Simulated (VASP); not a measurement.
# NaCl (Pm-3m) in VASP: notebook

The runs below take NaCl through single point, with PBE.

All numbers are computed with VASP 6.6.1; they aren't measurements. Logs are shortened: lines on timing, memory, paths and dates and some standing lists are left out, and cuts for length are marked.

## (1) The cell of the first run

The structure is cubic, space group Pm-3m (No. 221). The conventional cell has a = 2.831 Å, b = 2.831 Å, c = 2.831 Å, α = 90.00°, β = 90.00°, γ = 90.00°. Na (site symmetry m-3m) has 8 Cl at 2.45 Å and 6 Na at 2.83 Å within 3.2 Å. Within 3.2 Å of Cl (site symmetry m-3m) lie 8 Na at 2.45 Å and 6 Cl at 2.83 Å.

## (2) Single point, PBE (volume scaled by 0.97)

Contents of INCAR:

```
SYSTEM = NaCl
ALGO = Normal
EDIFF = 1E-6
ENCUT = 500
GGA = PE
GGA_COMPAT = .False.
ISIF = 2
ISMEAR = -1
LASPH = .True.
LCHARG = .True.
LELF = .True.
LREAL = .False.
LVHAR = .True.
LWAVE = .False.
NBANDS = 14
NELM = 120
PREC = Accurate
SIGMA = 0.02
```

Contents of KPOINTS:

```
k-points
0
Gamma
  8 8 8
  0 0 0
```

Contents of POSCAR:

```
NaCl
1.0
    2.8311091358      0.0000000000      0.0000000000
    0.0000000000      2.8311091358      0.0000000000
    0.0000000000      0.0000000000      2.8311091358
Na Cl
1 1
Direct
    0.0000000000      0.0000000000      0.0000000000
    0.5000000000      0.5000000000      0.5000000000
```

Potentials or basis: VASP PAW PBE potentials, release 64 (Na_pv, Cl).

Started as:

```console
> cat potpaw_PBE.64/Na_pv/POTCAR potpaw_PBE.64/Cl/POTCAR > POTCAR
> mpirun -np 1 vasp_std > vasp.out
```

OUTCAR:

```text
SYSTEM = NaCl
   EDIFF = 1E-6
   ENCUT = 500
   GGA = PE
   ISIF = 2
   ISMEAR = -1
   LASPH = .True.
   LREAL = .False.
   NELM = 120
   PREC = Accurate

 ion  position               nearest neighbor table
   1  0.000  0.000  0.000-   2 2.45   2 2.45   2 2.45   2 2.45   2 2.45   2 2.45   2 2.45   2 2.45

   2  0.500  0.500  0.500-   1 2.45   1 2.45   1 2.45   1 2.45   1 2.45   1 2.45   1 2.45   1 2.45

  LATTYP: Found a simple cubic cell.
 ALAT       =     2.8311091358

  Lattice vectors:

 A1 = (   2.8311091358,   0.0000000000,   0.0000000000)
 A2 = (   0.0000000000,   2.8311091358,   0.0000000000)
 A3 = (   0.0000000000,   0.0000000000,   2.8311091358)

Analysis of symmetry for initial positions (statically):
=====================================================================
 Subroutine PRICEL returns:
 Original cell was already a primitive cell.

 Routine SETGRP: Setting up the symmetry group for a
 simple cubic supercell.

 Subroutine GETGRP returns: Found 48 space group operations
 (whereof 48 operations were pure point group operations)
 out of a pool of 48 trial point group operations.

The static configuration has the point symmetry O_h .

Analysis of symmetry for dynamics (positions and initial velocities):
=====================================================================
 Subroutine PRICEL returns:
 Original cell was already a primitive cell.

 Routine SETGRP: Setting up the symmetry group for a
 simple cubic supercell.

 Subroutine GETGRP returns: Found 48 space group operations
 (whereof 48 operations were pure point group operations)
 out of a pool of 48 trial point group operations.

The dynamic configuration has the point symmetry O_h .

 Subroutine INISYM returns: Found 48 space group operations
 (whereof 48 operations are pure point group operations),
 and found     1 'primitive' translations

----------------------------------------------------------------------------------------

                                     Primitive cell

  volume of cell :      22.6918

  direct lattice vectors                    reciprocal lattice vectors
     2.831109136  0.000000000  0.000000000     0.353218457  0.000000000  0.000000000
     0.000000000  2.831109136  0.000000000     0.000000000  0.353218457  0.000000000
     0.000000000  0.000000000  2.831109136     0.000000000  0.000000000  0.353218457

  length of vectors
     2.831109136  2.831109136  2.831109136     0.353218457  0.353218457  0.353218457

[... 85 lines left out ...]
   NFREE  =      0    steps in history (QN), initial steepest desc. (CG)
   ISIF   =      2    stress and relaxation
   ISYM   =      2    0-nonsym 1-usesym 2-fastsym
   POTIM  = 0.5000    time-step for ionic-motion
   TEBEG  =    0.0;   TEEND  =   0.0 temperature during run
   PSTRESS=    0.0 pullay stress
   NELECT =      14.0000    total number of electrons
   NUPDOWN=      -1.0000    fix difference up-down
   EMIN   =  10.00;   EMAX   =-10.00  energy-range for DOS
   EFERMI =   0.00;   METHOD = LEGACY
   ISMEAR =    -1;   SIGMA  =   0.02  broadening in eV -4-tet -1-fermi 0-gaus
   EFERMI_NEDOS =   21; number of points for ismear=-14 and -15
   IALGO  =     38    algorithm
   IMIX   =      4    mixing-type and parameters
     AMIX     =   0.40;   BMIX     =  1.00
     AMIX_MAG =   1.60;   BMIX_MAG =  1.00
  volume/ion in A,a.u.               =      11.35        76.57
  Fermi-wavevector in a.u.,A,eV,Ry     =   1.393673  2.633660 26.426930  1.942325
  Thomas-Fermi vector in A             =   2.517296
   LORBIT       =      0    0 simple, 1 ext, 2 COOP (PROOUT), +10 PAW based schemes
   GGA     = PE    functional components
   LHFCALC =     F    Hartree Fock is set to
   AEXX    =    0.0000 exact exchange contribution
   IVDW    =     0    specifies the selected vdW correction
   LEPSILON=     F    determine dielectric tensor
   LRPA    =     F    only Hartree local field effects (RPA)
 non-spin polarized calculation
  energy-cutoff  :      500.00
  volume of cell :       22.69
 maximum number of plane-waves:       592
 NGX is ok and might be reduce to    24
   NGX = 11   NGY = 11   NGZ = 11

 number of electron      13.9999996 magnetization

 Free energy of the ion-electron system (eV)
  ---------------------------------------------------
  ext. energy  EPLUGINS =         0.00000000
  ---------------------------------------------------
  free energy    TOTEN  =        -3.89601552 eV

  energy without entropy =       -3.89601552  energy(sigma->0) =       -3.89601552

 E-fermi :   7.7229     XC(G=0): -11.5336

 val. band max:        7.2668765109   @ k =   0.5000   0.5000   0.0000
 cond. band min:      11.5579747264   @ k =   0.5000   0.5000   0.0000
 fundamental gap:      4.2910982155
 Fermi energy:         7.7228778012

 k-point     1 :       0.0000    0.0000    0.0000
  band No.  band energies     occupation
      1     -15.5526      2.00000
      2     -15.5526      2.00000
      3     -15.5526      2.00000
      4      -9.9879      2.00000
      5       5.9528      2.00000
      6       5.9528      2.00000
      7       5.9528      2.00000
      8      13.7666      0.00000
      9      13.7666      0.00000
     10      14.9852      0.00000
     11      25.1766      0.00000
     12      25.1766      0.00000
     13      25.1766      0.00000
     14      30.2127      0.00000
[... 377 lines left out ...]
      1     -15.8491      2.00000
      2     -15.7774      2.00000
      3     -15.5269      2.00000
      4      -7.4449      2.00000
      5       1.5238      2.00000
      6       2.3446      2.00000
      7       6.1830      2.00000
      8      12.5284      0.00000
      9      17.9293      0.00000
     10      18.4796      0.00000
     11      19.4094      0.00000
     12      24.7999      0.00000
     13      25.3000      0.00000
     14      29.1266      0.00000

 [... further k-points ...]
[... 5 lines left out ...]
  --------------------------------------------------------------------------------------
  -------------------------------------------------------------------------------------
  Total       10.3817314     10.3817314     10.3817314     -0.0000000     -0.0000000      0.0000000
  in kB      733.0110788    733.0110788    733.0110788     -0.0000000     -0.0000000      0.0000000
  external PRESSURE =     733.0110788 kB  Pullay stress =       0.0000000 kB

 VOLUME and BASIS-vectors are now :
 -----------------------------------------------------------------------------
  energy-cutoff  :      500.00
  volume of cell :       22.69
      direct lattice vectors                 reciprocal lattice vectors
     2.831109136  0.000000000  0.000000000     0.353218457  0.000000000  0.000000000
     0.000000000  2.831109136  0.000000000     0.000000000  0.353218457  0.000000000
     0.000000000  0.000000000  2.831109136     0.000000000  0.000000000  0.353218457

 POSITION                                       TOTAL-FORCE (eV/Angst)
 -----------------------------------------------------------------------------------
      0.00000      0.00000      0.00000         0.000000      0.000000      0.000000
      1.41555      1.41555      1.41555         0.000000      0.000000      0.000000
 -----------------------------------------------------------------------------------
    total drift:                                0.000000     -0.000000     -0.000000

  FREE ENERGIE OF THE ION-ELECTRON SYSTEM (eV)
  ---------------------------------------------------
  free  energy   TOTEN  =        -3.8960155221 eV

  energy  without entropy=       -3.8960155221  energy(sigma->0) =       -3.89601552
```

It took 8.2 s on 1 thread of Intel Xeon Platinum 8488C (Sapphire Rapids), shared host; peak memory 0.13 GiB.

What came out:

| Property | Result |
| --- | --- |
| Free energy | -3.8960 eV |
| Pressure | 73.3 GPa |
| Band gap on the k mesh | 4.29 eV, direct |

Levels at points of the mesh, in eV from the valence-band top:
| k point | band 4 | band 5 | band 6 | band 7 | band 8 | band 9 | band 10 | band 11 |
| --- | --- | --- | --- | --- | --- | --- | --- | --- |
| (0.00, 0.00, 0.00) | -17.25 | -1.31 | -1.31 | -1.31 | 6.50 | 6.50 | 7.72 | 17.91 |
| (0.50, 0.00, 0.00) | -15.48 | -7.17 | -0.83 | -0.83 | 9.15 | 9.45 | 12.77 | 12.77 |
| (0.50, 0.50, 0.00) | -14.72 | -5.55 | -5.55 | 0.00 | 4.29 | 10.76 | 12.76 | 12.76 |
| (0.50, 0.50, 0.50) | -13.42 | -5.00 | -5.00 | -5.00 | 6.25 | 6.25 | 6.25 | 17.41 |

## (3) Single point, PBE (volume scaled by 1.01)

Contents of INCAR:

```
PREC = Accurate
ENCUT = 500
EDIFF = 1E-6
ISMEAR = -1
SIGMA = 0.02
LREAL = False
LASPH = True
NELM = 120
ALGO = Normal
ISIF = 2
LWAVE = False
LCHARG = False
GGA = PE
NBANDS = 14
GGA_COMPAT = False
```

Contents of KPOINTS:

```
Automatic mesh
0
Gamma
  8 8 8
```

Contents of POSCAR:

```
NaCl
1.0
    2.8695017309      0.0000000000      0.0000000000
    0.0000000000      2.8695017309      0.0000000000
    0.0000000000      0.0000000000      2.8695017309
Na Cl
1 1
Direct
    0.0000000000      0.0000000000      0.0000000000
    0.5000000000      0.5000000000      0.5000000000
```

Potentials or basis: VASP PAW PBE potentials, release 64 (Na_pv, Cl).

Started as:

```console
> cat potpaw_PBE.64/Na_pv/POTCAR potpaw_PBE.64/Cl/POTCAR > POTCAR
> mpirun -np 1 vasp_std > vasp.out
```

It took 9 s on 1 thread of Intel Xeon Platinum 8488C (Sapphire Rapids), shared host; peak memory 0.13 GiB.

It converged, with:

```
Free energy            : -4.2929 eV
Pressure               : 62.6 GPa
Band gap on the k mesh : 4.46 eV, direct
```

Levels at points of the mesh, in eV from the valence-band top:
| k point | band 4 | band 5 | band 6 | band 7 | band 8 | band 9 | band 10 | band 11 |
| --- | --- | --- | --- | --- | --- | --- | --- | --- |
| (0.00, 0.00, 0.00) | -16.89 | -1.24 | -1.24 | -1.24 | 6.74 | 6.74 | 7.36 | 17.80 |
| (0.50, 0.00, 0.00) | -15.27 | -6.80 | -0.77 | -0.77 | 9.26 | 9.32 | 12.76 | 12.76 |
| (0.50, 0.50, 0.00) | -14.53 | -5.27 | -5.27 | 0.00 | 4.46 | 10.74 | 12.82 | 12.82 |
| (0.50, 0.50, 0.50) | -13.35 | -4.71 | -4.71 | -4.71 | 6.37 | 6.37 | 6.37 | 17.01 |

## (4) Single point, PBE (volume scaled by 1.04)

Contents of INCAR:

```
ALGO = Normal ; EDIFF = 1E-6
ENCUT = 500 ; GGA = PE
GGA_COMPAT = False ; ISIF = 2
ISMEAR = -1 ; LASPH = True
LCHARG = True ; LELF = True
LREAL = False ; LVHAR = True
LWAVE = False ; NBANDS = 14
NELM = 120 ; PREC = Accurate
SIGMA = 0.02
```

Contents of KPOINTS:

```
k-points
0
Gamma
  8 8 8
```

Contents of POSCAR:

```
NaCl
1.0
    2.8976358949      0.0000000000      0.0000000000
    0.0000000000      2.8976358949      0.0000000000
    0.0000000000      0.0000000000      2.8976358949
Na Cl
1 1
Direct
    0.0000000000      0.0000000000      0.0000000000
    0.5000000000      0.5000000000      0.5000000000
```

Started as:

```console
> cat potpaw_PBE.64/Na_pv/POTCAR potpaw_PBE.64/Cl/POTCAR > POTCAR
> mpirun -np 1 vasp_std > vasp.out
```

Run time: 7.4 s. Hardware: 1 thread of Intel Xeon Platinum 8488C (Sapphire Rapids), shared host; peak memory 0.13 GiB.

The run converged. Its results:

```
Free energy            : -4.5522 eV
Pressure               : 55.7 GPa
Band gap on the k mesh : 4.57 eV, direct
```

Levels at points of the mesh, in eV from the valence-band top:
| k point | band 4 | band 5 | band 6 | band 7 | band 8 | band 9 | band 10 | band 11 |
| --- | --- | --- | --- | --- | --- | --- | --- | --- |
| (0.00, 0.00, 0.00) | -16.63 | -1.19 | -1.19 | -1.19 | 6.90 | 6.90 | 7.11 | 17.73 |
| (0.50, 0.00, 0.00) | -15.12 | -6.55 | -0.73 | -0.73 | 9.12 | 9.44 | 12.74 | 12.74 |
| (0.50, 0.50, 0.00) | -14.40 | -5.08 | -5.08 | 0.00 | 4.57 | 10.72 | 12.85 | 12.85 |
| (0.50, 0.50, 0.50) | -13.30 | -4.51 | -4.51 | -4.51 | 6.45 | 6.45 | 6.45 | 16.71 |

## (5) Single point, PBE (volume scaled by 0.99)

Contents of INCAR:

```
SYSTEM = NaCl
ALGO = Normal
EDIFF = 1E-6
ENCUT = 500
GGA = PE
GGA_COMPAT = .False.
ISIF = 2
ISMEAR = -1
LASPH = .True.
LCHARG = .False.
LREAL = .False.
LWAVE = .False.
NBANDS = 14
NELM = 120
PREC = Accurate
SIGMA = 0.02
```

Contents of KPOINTS:

```
k-points
0
Gamma
  8 8 8
  0 0 0
```

Contents of POSCAR:

```
NaCl
1.0
    2.8504347112      0.0000000000      0.0000000000
    0.0000000000      2.8504347112      0.0000000000
    0.0000000000      0.0000000000      2.8504347112
Na Cl
1 1
Direct
    0.0000000000      0.0000000000      0.0000000000
    0.5000000000      0.5000000000      0.5000000000
```

Started as:

```console
> cat potpaw_PBE.64/Na_pv/POTCAR potpaw_PBE.64/Cl/POTCAR > POTCAR
> mpirun -np 1 vasp_std > vasp.out
```

Run time: 7.3 s. Hardware: 1 thread of Intel Xeon Platinum 8488C (Sapphire Rapids), shared host; peak memory 0.13 GiB.

The run converged. Its results:

| Property | Result |
| --- | --- |
| Free energy | -4.1022 eV |
| Pressure | 67.7 GPa |
| Band gap on the k mesh | 4.38 eV, direct |

Levels at points of the mesh, in eV from the valence-band top:
```csv
k point,band 4,band 5,band 6,band 7,band 8,band 9,band 10,band 11
"(0.00, 0.00, 0.00)",-17.07,-1.28,-1.28,-1.28,6.62,6.62,7.53,17.86
"(0.50, 0.00, 0.00)",-15.38,-6.98,-0.80,-0.80,9.24,9.35,12.77,12.77
"(0.50, 0.50, 0.00)",-14.62,-5.41,-5.41,0.00,4.38,10.75,12.79,12.79
"(0.50, 0.50, 0.50)",-13.38,-4.85,-4.85,-4.85,6.31,6.31,6.31,17.21
```

 A k mesh can miss the band edges.

## (6) Summary

| cell | gap on the mesh (eV) | pressure (GPa) |
| --- | --- | --- |
| a = 2.831 Å, 2 atoms | 4.29 | 73.3 |
| a = 2.870 Å, 2 atoms | 4.46 | 62.6 |
| a = 2.898 Å, 2 atoms | 4.57 | 55.7 |
| a = 2.850 Å, 2 atoms | 4.38 | 67.7 |

Alike in all rows: task single point; level PBE; potentials or basis VASP PAW PBE potentials, release 64 (Na_pv, Cl); no spin polarisation; k mesh 8 × 8 × 8; cutoff (eV) 500; smearing fermi-dirac 0.02 eV.

Absolute energies hang on the potentials; compare differences alone.
